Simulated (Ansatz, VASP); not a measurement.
## Ge: VASP beside Ansatz

Contents of INCAR:

```
ALGO = Normal ; EDIFF = 1E-6
EDIFFG = -0.005 ; ENCUT = 600
GGA = PS ; IBRION = 2
ISIF = 3 ; ISMEAR = 0
LASPH = T ; LCHARG = F
LREAL = F ; LWAVE = F
NELM = 80 ; NSW = 100
PREC = Accurate ; SIGMA = 0.1
```

File KPOINTS:

```
k-points
0
Gamma
  14 14 14
```

File POSCAR:

```
Ge
1.0
    0.0000000000      2.8289100000      2.8289100000
    2.8289100000      0.0000000000      2.8289100000
    2.8289100000      2.8289100000      0.0000000000
Ge
2
Direct
    0.0000000000      0.0000000000      0.0000000000
    0.2500000000      0.2500000000      0.2500000000
```

Input for Ansatz:

```yaml
crystal:
  lattice:
    - [0.0, 2.82891, 2.82891]
    - [2.82891, 0.0, 2.82891]
    - [2.82891, 2.82891, 0.0]
  atoms:
    - { symbol: Ge, position: [0.0, 0.0, 0.0] }
    - { symbol: Ge, position: [0.25, 0.25, 0.25] }
basis:
  ecutwfc: 420
kpoints:
  mp_grid: { grid: [14, 14, 14] }
hamiltonian:
  xc: pbesol
scf:
  occupations: { method: gaussian, width: 0.1 }
output:
  forces: true
  stress: true
  eigenvalues: true
  write_density: true
  write_potential: true
  elf: true
  volumetric_format: npy
relax:
  adjacent_minimum: "off"
  f_tol: 0.005
  max_steps: 80
  cell: { stress_tol: 0.05 }
```

Alike in both runs: task relaxation of cell and atoms; functional PBEsol; k mesh 14 × 14 × 14; occupations gaussian, width 0.1 eV; no spin polarisation.

|  | VASP | Ansatz |
| --- | --- | --- |
| version | VASP 6.6.1 | Ansatz 0.2.0 |
| potentials or method | VASP PAW PBE potentials, release 64 (Ge_d), cutoff 600 eV | scalar-relativistic, plane waves, PAW |
| valence electrons in the cell | 28 | 28 |

Ansatz gave:

* gap on the k mesh at the Fermi level, each at its own relaxed structure (eV): none
* relaxed volume (Å³/atom): 22.86
* relaxed length of the cell vector where the two differ most in proportion (Å): 4.013

Task: Which values does VASP return?

Result: gap on the k mesh at the Fermi level, each at its own relaxed structure (eV): none; relaxed volume (Å³/atom): 22.85; relaxed length of the cell vector where the two differ most in proportion (Å): 4.013.

VASP's potentials were made for PBE, not for PBEsol. A gap of «none» marks a metal or a gap that the smearing closes.
